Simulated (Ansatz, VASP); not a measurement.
## One calculation of Bi2TeO3, two programs

File INCAR:

```
SYSTEM = Bi2TeO3
ALGO = Normal ; EDIFF = 1E-7
EDIFFG = -0.01 ; ENCUT = 600
GGA = PE ; IBRION = 2
ISIF = 3 ; ISMEAR = 0
LASPH = .True. ; LCHARG = .False.
LREAL = .False. ; LWAVE = .False.
NELM = 80 ; NSW = 100
PREC = Accurate ; SIGMA = 0.1
```

Contents of KPOINTS:

```
k-points
0
Gamma
  8 8 6
  0 0 0
```

The input POSCAR:

```
Bi2TeO3
1.0
    4.4249426518      0.0000000000      0.0000000000
    0.0000000000      4.4249426518      0.0000000000
    0.0000000000      0.0000000000      5.9284119000
Bi Te O
2 1 3
Direct
    0.5000000000      0.5000000000      0.5000000000
    0.0000000000      0.0000000000      0.5000000000
    0.5000000000      0.5000000000      0.0000000000
    0.0000000000      0.0000000000      0.0000000000
    0.0000000000      0.5000000000      0.0000000000
    0.5000000000      0.0000000000      0.0000000000
```

Input for Ansatz:

```yaml
crystal:
  lattice:
    - [4.4249426518, 0.0, 0.0]
    - [0.0, 4.4249426518, 0.0]
    - [0.0, 0.0, 5.9284119]
  atoms:
    - { symbol: Bi, position: [0.5, 0.5, 0.5] }
    - { symbol: Bi, position: [0.0, 0.0, 0.5] }
    - { symbol: Te, position: [0.5, 0.5, 0.0] }
    - { symbol: O, position: [0.0, 0.0, 0.0] }
    - { symbol: O, position: [0.0, 0.5, 0.0] }
    - { symbol: O, position: [0.5, 0.0, 0.0] }
basis:
  ecutwfc: 420
kpoints:
  mp_grid: { grid: [8, 8, 6] }
hamiltonian:
  xc: pbe
scf:
  occupations: { method: gaussian, width: 0.1 }
output:
  forces: true
  stress: true
  eigenvalues: true
relax:
  adjacent_minimum: "off"
  f_tol: 0.01
  max_steps: 80
  cell: { stress_tol: 0.05 }
```

Alike in both runs: task relaxation of cell and atoms; functional PBE; k mesh 8 × 8 × 6; occupations gaussian, width 0.1 eV; no spin polarisation.

|  | VASP | Ansatz |
| --- | --- | --- |
| version | VASP 6.6.1 | Ansatz 0.2.0 |
| potentials or method | VASP PAW PBE potentials, release 64 (Bi_d, Te, O), cutoff 600 eV | scalar-relativistic, plane waves, PAW |
| valence electrons in the cell | 54 | 64 |

|  | VASP | Ansatz | Ansatz less VASP |
| --- | --- | --- | --- |
| gap on the k mesh at the Fermi level, each at its own relaxed structure (eV) | none | none | - |
| relaxed volume (Å³/atom) | 19.39 | 19.44 | +0.045 |
| relaxed length of the cell vector where the two differ most in proportion (Å) | 4.421 | 4.426 | +0.0046 |

A gap of «none» marks a metal or a gap that the smearing closes. VASP's potentials hold 54 valence electrons a cell and Ansatz's 64, so a difference there can come from the potentials and not from the codes.

Neither program's run includes spin-orbit coupling.
